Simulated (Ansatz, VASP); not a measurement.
## One calculation of Mo, two programs

```
Mo
1.0
     4.77607    0.00000    0.00000
    -2.38804    4.13620    0.00000
     0.00000    0.00000    2.61376
Mo
3
Cartesian
  -2.3880 4.1362 2.6138
  0.0000 2.7575 1.3069
  2.3880 1.3787 1.3069
```

Alike in both runs: task single point; functional r2SCAN; k mesh 9 × 9 × 14; occupations fermi-dirac, width 0.1 eV; no spin polarisation.

```csv
,VASP,Ansatz
version,VASP 6.6.1,Ansatz 0.2.0
potentials or method,"VASP PAW PBE potentials, release 64 (Mo_sv), cutoff 520 eV","plane waves (500 eV) with PAW, scalar-relativistic"
valence electrons in the cell,42,42
```

|  | VASP | Ansatz | Ansatz less VASP |
| --- | --- | --- | --- |
| pressure (GPa) | -15.5 | -16.3 | -0.76 |
| traceless stress, the component that is largest in VASP (GPa) | -1.96 | -2.13 | -0.172 |

VASP's potentials were made for PBE, not for r2SCAN.
